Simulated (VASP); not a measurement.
# Ti (P6_3/mmc) in VASP: notebook, part 3 of 3

VASP 6.6.1. Earlier steps stand in the parts before.

### Step 6. Electric field gradients, PBEsol (volume scaled by 1.04)

The input, INCAR:

```
SYSTEM = Ti
PREC = Accurate
ENCUT = 520
EDIFF = 1E-8
ISMEAR = -1
SIGMA = 0.05
LREAL = .FALSE.
LASPH = .TRUE.
NELM = 80
ALGO = Normal
ISIF = 2
LWAVE = .FALSE.
LCHARG = .FALSE.
GGA = PS
LEFG = .TRUE.
NBANDS = 19
```

The input, KPOINTS:

```
Automatic mesh
0
G
  14 14 8
  0 0 0
```

The input, POSCAR:

```
Ti
1.0
    2.9888180735      0.0000000000      0.0000000000
   -1.4944090368      2.5883923789      0.0000000000
    0.0000000000      0.0000000000      4.7476649663
Ti
2
Direct
    0.3333333333      0.6666666667      0.2500000000
    0.6666666667      0.3333333333      0.7500000000
```

Potentials or basis: VASP PAW PBE potentials, release 64 (Ti_sv).

Started as:

```bash
cat potpaw_PBE.64/Ti_sv/POTCAR > POTCAR
mpirun -np 1 vasp_std > vasp.out
```

OUTCAR:

```text
SYSTEM = Ti
   PREC = Accurate
   ENCUT = 520
   EDIFF = 1E-8
   ISMEAR = -1
   LREAL = .FALSE.
   LASPH = .TRUE.
   NELM = 80
   ISIF = 2
   GGA = PS

 ion  position               nearest neighbor table
   1  0.333  0.667  0.250-
   2  0.667  0.333  0.750-

  LATTYP: Found a hexagonal cell.
 ALAT       =     2.9888180735
 C/A-ratio  =     1.5884757284

  Lattice vectors:

 A1 = (   2.9888180735,   0.0000000000,   0.0000000000)
[... 741 lines left out ...]

  FREE ENERGIE OF THE ION-ELECTRON SYSTEM (eV)
  ---------------------------------------------------
  free  energy   TOTEN  =       -16.5804469424 eV

  energy  without entropy=      -16.5626904233  energy(sigma->0) =      -16.57156868

 Electric field gradients (V/A^2)
---------------------------------------------------------------------
 ion       V_xx      V_yy      V_zz      V_xy      V_xz      V_yz
---------------------------------------------------------------------
   1      -7.528    -7.529    15.058    -0.001     0.000    -0.000
   2      -7.528    -7.529    15.058    -0.001    -0.000     0.000
---------------------------------------------------------------------

 Electric field gradients after diagonalization (V/A^2)
 (convention: |V_zz| > |V_xx| > |V_yy|)
----------------------------------------------------------------------
 ion       V_xx      V_yy      V_zz     asymmetry (V_yy - V_xx)/ V_zz
----------------------------------------------------------------------
   1      -7.530    -7.528    15.058       0.000
   2      -7.530    -7.528    15.058       0.000
----------------------------------------------------------------------

           NMR quadrupolar parameters

 Cq : quadrupolar parameter    Cq=e*Q*V_zz/h
 eta: asymmetry parameters     (V_yy - V_xx)/ V_zz
 Q  : nuclear electric quadrupole moment in mb (millibarn)
----------------------------------------------------------------------
 ion       Cq(MHz)       eta       Q (mb)
----------------------------------------------------------------------
   1       0.036       0.000       1.000
   2       0.036       0.000       1.000
----------------------------------------------------------------------
```

OSZICAR:

```text
N       E                     dE             d eps       ncg     rms          rms(c)
DAV:   1     0.261472334849E+03    0.26147E+03   -0.13037E+04  4600   0.155E+03
DAV:   2     0.111525766043E+02   -0.25032E+03   -0.24639E+03  4692   0.439E+02
DAV:   3    -0.177909922986E+02   -0.28944E+02   -0.28613E+02  8547   0.122E+02
DAV:   4    -0.190676183670E+02   -0.12766E+01   -0.12751E+01  5254   0.265E+01
DAV:   5    -0.191319855314E+02   -0.64367E-01   -0.64360E-01  6863   0.424E+00    0.118E+01
DAV:   6    -0.165967807811E+02    0.25352E+01   -0.94281E+00  5288   0.299E+01    0.268E+00
DAV:   7    -0.165697361273E+02    0.27045E-01   -0.75375E-01  6830   0.598E+00    0.203E+00
DAV:   8    -0.165874200093E+02   -0.17684E-01   -0.19049E-01  5118   0.513E+00    0.634E-01
DAV:   9    -0.165800154088E+02    0.74046E-02   -0.44794E-02  5260   0.204E+00    0.690E-02
DAV:  10    -0.165803726746E+02   -0.35727E-03   -0.26810E-03  6722   0.301E-01    0.847E-02
DAV:  11    -0.165804520810E+02   -0.79406E-04   -0.15934E-04  5270   0.831E-02    0.351E-02
DAV:  12    -0.165804469379E+02    0.51431E-05   -0.33020E-05  5632   0.448E-02    0.916E-03
DAV:  13    -0.165804469172E+02    0.20759E-07   -0.18436E-06  5174   0.129E-02    0.585E-04
DAV:  14    -0.165804469513E+02   -0.34185E-07   -0.22494E-07  6832   0.236E-03    0.102E-03
DAV:  15    -0.165804469033E+02    0.48037E-07   -0.37222E-08  4591   0.150E-03    0.152E-04
DAV:  16    -0.165804469495E+02   -0.46226E-07   -0.30563E-09  2585   0.377E-04    0.814E-05
DAV:  17    -0.165804469424E+02    0.71759E-08   -0.78214E-10  2484   0.193E-04
   1 F= -.16580447E+02 E0= -.16571569E+02  d E =-.177565E-01
```

stdout:

```text
POSCAR found type information on POSCAR Ti
 POSCAR found :  1 types and       2 ions
 scaLAPACK will be used
 -----------------------------------------------------------------------------
|                                                                             |
|                                                                             |
|     You enforced a specific xc type in the INCAR file but a different       |
|     I HOPE YOU KNOW WHAT YOU ARE DOING!                                     |
|                                                                             |
 -----------------------------------------------------------------------------

 LDA part: xc-table for (Slater+PW92), standard interpolation
 POSCAR, INCAR and KPOINTS ok, starting setup
 FFT: planning ... GRIDC
 FFT: planning ... GRID_SOFT
 FFT: planning ... GRID
 WAVECAR not read
 entering main loop
ion   1

ion   2
```

It took 78 s on 1 thread of Intel Xeon Platinum 8375C at 2.90GHz (Ice Lake), shared host; peak memory 0.2 GiB.

Results:

| Property | Result |
| --- | --- |
| Free energy | -16.5804 eV |
| Pressure | -9.6 GPa |
| Band gap on the k mesh | zero (band 12 reaches 8.38 eV, above the bottom of band 13 at 7.37 eV) |

Levels at points of the mesh, in eV from the Fermi level:
```tsv
k point	band 8	band 9	band 10	band 11	band 12	band 13	band 14	band 15	band 16	band 17
(0.00, 0.00, 0.00)	-32.72	-6.07	-2.56	0.62	0.74	0.74	0.83	1.20	1.20	1.53
(0.50, 0.00, 0.00)	-32.78	-2.27	-2.00	-1.71	-0.65	0.47	0.56	1.09	3.13	3.32
(0.00, 0.00, 0.50)	-32.76	-4.29	-4.29	0.08	0.08	0.66	0.66	0.66	0.66	2.61
(0.50, 0.00, 0.50)	-32.85	-2.41	-2.41	-0.76	-0.76	1.20	1.20	1.63	1.63	3.26
```

Electric field gradients, principal values (V/Å²):
```csv
atom,least,middle,greatest (by size)
1 Ti,-7.528,-7.530,15.058
2 Ti,-7.528,-7.530,15.058
```

Caveat: without QUAD_EFG the Cq values of the log hold for a quadrupole moment of 1 mb, not for the nuclei; the PAW data sets were made with another functional, which shifts forces and pressure a little.

### Step 7. Overview

```tsv
cell	gap on the mesh (eV)	pressure (GPa)
a = 2.930, b = 2.930, c = 4.655 Å, angles 90.0, 90.0, 120.0°, 2 atoms	none	-4.1
a = 2.960, b = 2.960, c = 4.702 Å, angles 90.0, 90.0, 120.0°, 2 atoms	none	-7.0
a = 2.989, b = 2.989, c = 4.748 Å, angles 90.0, 90.0, 120.0°, 2 atoms	none	-9.6
```

Alike in all rows: task electric field gradients; level PBEsol; potentials or basis VASP PAW PBE potentials, release 64 (Ti_sv); no spin polarisation; k mesh 14 × 14 × 8; cutoff (eV) 520; smearing fermi-dirac 0.05 eV.

Caveats: the PAW data sets were made with another functional, which shifts forces and pressure a little.

Total energies depend on the potentials used, so only differences within one code and one set of settings carry meaning.
